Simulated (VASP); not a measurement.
Set up this calculation in VASP 6.6.1, as the native input.

* Task: single point
* Functional: PBEsol
* Potentials or basis: VASP PAW PBE potentials, release 64 (Si, Ni)
* Cutoff: 520 eV
* k mesh: 8 × 12 × 4
* Occupations: gaussian, width 0.15 eV
* Spin: no spin polarisation
* Dipole correction: no
* Further INCAR settings: LREAL = Auto; ALGO = Fast; EDIFF = 1e-06; NBANDS = 70

The structure of SiNi lies in POSCAR:

```
SiNi
1.0
   -5.0878282958      0.0000000000      0.0000000000
    0.0000000000     -3.3577714519      0.0000000000
    0.0000000000      0.0000000000     11.8056604556
Si Ni
8 8
Direct
    0.6785723358      0.2500000000      0.7428817206
    0.6785723358      0.2500000000      0.2746461443
    0.8214276642      0.7500000000      0.0405283561
    0.8214276642      0.7500000000      0.5087639325
    0.1785723358      0.2500000000      0.8959427966
    0.1785723358      0.2500000000      0.4277072203
    0.3214276642      0.7500000000      0.1935894321
    0.3214276642      0.7500000000      0.6618250085
    0.9906992690      0.7500000000      0.7900943285
    0.9906992690      0.7500000000      0.3218587521
    0.5093007310      0.2500000000      0.0877409639
    0.5093007310      0.2500000000      0.5559765403
    0.4906992690      0.7500000000      0.8487301888
    0.4906992690      0.7500000000      0.3804946124
    0.0093007310      0.2500000000      0.1463768243
    0.0093007310      0.2500000000      0.6146124006
```

This cell differs from its parent crystal: the distance across one plane changed.

These files were run (other wordings do the same):

INCAR

```
PREC = Accurate ; ENCUT = 520
EDIFF = 1E-6 ; ISMEAR = 0
SIGMA = 0.15 ; LREAL = Auto
LASPH = True ; NELM = 60
ALGO = Fast ; ISIF = 2
LWAVE = False ; LCHARG = False
GGA = PS ; NBANDS = 70
```

KPOINTS

```
Automatic mesh
0
Gamma
  8 12 4
```

Potentials or basis: VASP PAW PBE potentials, release 64 (Si, Ni).

Command:

```console
$ cat potpaw_PBE.64/Si/POTCAR potpaw_PBE.64/Ni/POTCAR > POTCAR
$ mpirun -np 1 vasp_std > vasp.out
```

It gave:

- Pressure: -4.7 GPa
- Largest force: 1.097 eV/Å
- Band gap on the k mesh: zero (bands 56 and 57 overlap by 2.11 eV)

Caveat: the cell differs from its parent crystal (the distance across one plane changed); the stress differs along the axes, from -9 to -3 GPa; the PAW data sets were made with another functional, which shifts forces and pressure a little.

It took 77 min on 1 thread of Oxide Virtual Turin-like Processor, on a shared host, peak memory 1 GiB.
